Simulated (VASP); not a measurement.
Input of a VASP 6.6.1 run:

Contents of POSCAR:

```
CuO2
1.0
    0.0000000000      2.5050750814      2.5050750814
    2.5050750814      0.0000000000      2.5050750814
    2.5050750814      2.5050750814      0.0000000000
Cu O
1 2
Direct
    0.0000000000      0.0000000000      0.0000000000
    0.2500000000      0.2500000000      0.2500000000
    0.7500000000      0.7500000000      0.7500000000
```

INCAR.step1

```
SYSTEM = CuO2
ALGO     = Normal         ! electronic algorithm
EDIFF    = 1E-4           ! SCF threshold, eV
ENCUT    = 520            ! plane-wave cutoff, eV
GGA      = PE             ! functional
ISMEAR   = 0              ! smearing method
ISPIN    = 2              ! spin polarisation
LASPH    = .TRUE.         ! aspherical terms in the spheres
LCHARG   = .FALSE.        ! write CHGCAR
LDAU     = .TRUE.         ! DFT+U
LDAUJ    = 0 0          
LDAUL    = 2 -1           ! shell
LDAUTYPE = 2            
LDAUU    = 4 0            ! U, eV
LMAXMIX  = 4              ! l up to which the mixer works
LREAL    = .FALSE.        ! projectors in reciprocal space
LWAVE    = .TRUE.         ! write WAVECAR
MAGMOM   = 1 0 0          ! initial moments
NBANDS   = 22             ! bands
NELM     = 150            ! most SCF steps
PREC     = Accurate       ! precision mode
SIGMA    = 0.1            ! smearing width, eV
```

Contents of INCAR.step2:

```
SYSTEM = CuO2
ALGO     = Normal         ! electronic algorithm
EDIFF    = 1E-6           ! SCF threshold, eV
ENCUT    = 520            ! plane-wave cutoff, eV
ISIF     = 2              ! what is computed and relaxed
ISMEAR   = 0              ! smearing method
ISPIN    = 2              ! spin polarisation
ISTART   = 1            
LASPH    = .TRUE.         ! aspherical terms in the spheres
LCHARG   = .TRUE.         ! write CHGCAR
LDAU     = .TRUE.         ! DFT+U
LDAUJ    = 0 0          
LDAUL    = 2 -1           ! shell
LDAUPRINT= 1            
LDAUTYPE = 2            
LDAUU    = 4 0            ! U, eV
LELF     = .TRUE.         ! ELF
LMAXMIX  = 4              ! l up to which the mixer works
LMIXTAU  = .TRUE.       
LORBIT   = 11             ! projections on sites
LREAL    = .FALSE.        ! projectors in reciprocal space
LVHAR    = .TRUE.       
LWAVE    = .FALSE.        ! write WAVECAR
MAGMOM   = 1 0 0          ! initial moments
METAGGA  = R2SCAN         ! meta-GGA
NBANDS   = 22             ! bands
NELM     = 150            ! most SCF steps
PREC     = Accurate       ! precision mode
SIGMA    = 0.1            ! smearing width, eV
```

Contents of KPOINTS:

```
k-points
0
G
  14 14 14
  0 0 0
```

Potentials or basis: VASP PAW PBE potentials, release 64 (Cu, O).

Command:

```sh
$ cat potpaw_PBE.64/Cu/POTCAR potpaw_PBE.64/O/POTCAR > POTCAR
$ cp INCAR.step1 INCAR
$ mpirun -np 1 vasp_std > vasp.out
$ cp INCAR.step2 INCAR
$ mpirun -np 1 vasp_std > vasp.out
```

(1) Predict the pressure.

(2) Estimate the site moments.

(3) What does it give for the band gap on the k mesh?

## Answers

(1) -15.1 GPa.

(2) Cu +0.69; O +1.04 μB.

(3) zero (filled and empty bands overlap).

Caveat: the cell stands under tension; the PAW data sets were made with another functional, which shifts forces and pressure a little; a cell with one magnetic atom can't hold antiferromagnetic order, which such compounds often take.
